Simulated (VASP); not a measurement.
# PbS (NiAs type) (P6_3/mmc) in VASP: a series of runs, part 2 of 2

VASP 6.6.1. The steps go on from the part before.

### 3 Single point, PBE

This run uses another cell than the first one, of 24.64 Å³/atom.

File INCAR:

```
SYSTEM = PbS
  PREC = Accurate
  ENCUT = 520
  EDIFF = 1E-7
  ISMEAR = -1
  SIGMA = 0.08
  LREAL = .FALSE.
  LASPH = .TRUE.
  NELM = 80
  ALGO = Normal
  ISIF = 2
  LWAVE = .FALSE.
  LCHARG = .FALSE.
  GGA = PE
  NBANDS = 28
```

File KPOINTS:

```
regular mesh
0
G
  9 9 5
  0 0 0
```

File POSCAR:

```
PbS
1.0
    4.5499838334      0.0000000000      0.0000000000
   -2.2749919167      3.9404015866      0.0000000000
    0.0000000000      0.0000000000      5.4969833300
Pb S
2 2
Direct
    0.3333333333      0.6666666667     -0.0619999641
    0.6666666667      0.3333333333      0.4380000359
    0.3333333333      0.6666666667      0.4379999641
    0.6666666667      0.3333333333      0.9379999641
```

Potentials or basis: VASP PAW PBE potentials, release 64 (Pb_d, S).

Command:

```bash
$ cat potpaw_PBE.64/Pb_d/POTCAR potpaw_PBE.64/S/POTCAR > POTCAR
$ mpirun -np 1 vasp_std > vasp.out
```

OUTCAR:

```text
SYSTEM = PbS
   PREC = Accurate
   ENCUT = 520
   EDIFF = 1E-7
   ISMEAR = -1
   LREAL = .FALSE.
   LASPH = .TRUE.
   NELM = 80
   ISIF = 2
   GGA = PE

 ion  position               nearest neighbor table
   1  0.333  0.667  0.938-   4 2.63   4 2.63   4 2.63   3 2.75   3 2.75   2 3.80   2 3.80   2 3.80
                             2 3.80   2 3.80   2 3.80
   2  0.667  0.333  0.438-   3 2.63   3 2.63   3 2.63   4 2.75   4 2.75   1 3.80   1 3.80   1 3.80
                             1 3.80   1 3.80   1 3.80
   3  0.333  0.667  0.438-   2 2.63   2 2.63   2 2.63   1 2.75   1 2.75
   4  0.667  0.333  0.938-   1 2.63   1 2.63   1 2.63   2 2.75   2 2.75

  LATTYP: Found a hexagonal cell.
 ALAT       =     4.5499838334
 C/A-ratio  =     1.2081324970

  Lattice vectors:

 A1 = (   4.5499838334,   0.0000000000,   0.0000000000)
 A2 = (  -2.2749919167,   3.9404015866,   0.0000000000)
 A3 = (   0.0000000000,   0.0000000000,   5.4969833300)

Analysis of symmetry for initial positions (statically):
=====================================================================
 Subroutine PRICEL returns:
 Original cell was already a primitive cell.

 Routine SETGRP: Setting up the symmetry group for a
[... 177 lines left out ...]
 cond. band min:       7.9814437357   @ k =   0.1111   0.1111   0.0000
 fundamental gap:      0.9972232984
 Fermi energy:         7.4417383019

 k-point     1 :       0.0000    0.0000    0.0000
  band No.  band energies     occupation
      1     -10.5556      2.00000
      2     -10.1799      2.00000
      3     -10.1799      2.00000
      4     -10.1789      2.00000
      5     -10.1789      2.00000
      6     -10.1392      2.00000
[... 733 lines left out ...]
     27      13.4341      0.00000
     28      14.4194      0.00000

 [... further k-points ...]

------------------------ aborting loop because EDIFF is reached ----------------------------------------

  FORCE on cell =-STRESS in cart. coord.  units (eV):
  Direction    XX          YY          ZZ          XY          YZ          ZX
  --------------------------------------------------------------------------------------
  -------------------------------------------------------------------------------------
  Total       13.4753613     13.4753613     13.4795121      0.0000000      0.0000000      0.0000000
  in kB      219.0666372    219.0666372    219.1341167      0.0000000      0.0000000      0.0000000
  external PRESSURE =     219.0891303 kB  Pullay stress =       0.0000000 kB

 VOLUME and BASIS-vectors are now :
 -----------------------------------------------------------------------------
  energy-cutoff  :      520.00
  volume of cell :       98.55
      direct lattice vectors                 reciprocal lattice vectors
     4.549983833  0.000000000  0.000000000     0.219781001  0.126890620  0.000000000
    -2.274991917  3.940401587  0.000000000     0.000000000  0.253781240  0.000000000
     0.000000000  0.000000000  5.496983330     0.000000000  0.000000000  0.181917961

 POSITION                                       TOTAL-FORCE (eV/Angst)
 -----------------------------------------------------------------------------------
     -0.00000      2.62693      5.15617         0.000000     -0.000000      0.000000
      2.27499      1.31347      2.40768        -0.000000     -0.000000     -0.000000
     -0.00000      2.62693      2.40768        -0.000000     -0.000000     -0.000000
      2.27499      1.31347      5.15617        -0.000000      0.000000     -0.000000
 -----------------------------------------------------------------------------------
    total drift:                               -0.000000      0.000000      0.000476

  FREE ENERGIE OF THE ION-ELECTRON SYSTEM (eV)
  ---------------------------------------------------
  free  energy   TOTEN  =       -15.4569396038 eV

  energy  without entropy=      -15.4566418925  energy(sigma->0) =      -15.45679075
```

stdout:

```text
POSCAR found type information on POSCAR PbS
 POSCAR found :  2 types and       4 ions
 scaLAPACK will be used
 LDA part: xc-table for (Slater+PW92), standard interpolation
 POSCAR, INCAR and KPOINTS ok, starting setup
 FFT: planning ... GRIDC
 FFT: planning ... GRID_SOFT
 FFT: planning ... GRID
 WAVECAR not read
 entering main loop
```

Wall time 3.6 min (1 thread of Intel Xeon 8259CL, shared host); peak memory 0.26 GiB.

Results:

```
Free energy            : -15.4569 eV
Pressure               : 21.9 GPa
Band gap on the k mesh : 1.00 eV (least direct gap 1.46 eV)
```

Levels at points of the mesh, in eV from the valence-band top:
```
           k point  band 16  band 17  band 18  band 19  band 20  band 21  band 22  band 23  band 24  band 25
(0.00, 0.00, 0.00)    -4.55    -4.55    -3.09    -2.97    -2.97     1.39     1.39     3.34     3.34     4.65
```

Caveat: the cell stands under pressure; spin-orbit coupling is left out, which moves the levels of the heavy elements. A k mesh can miss the band edges.

The gap in the log of VASP goes by the Fermi energy; the results here count the filled bands.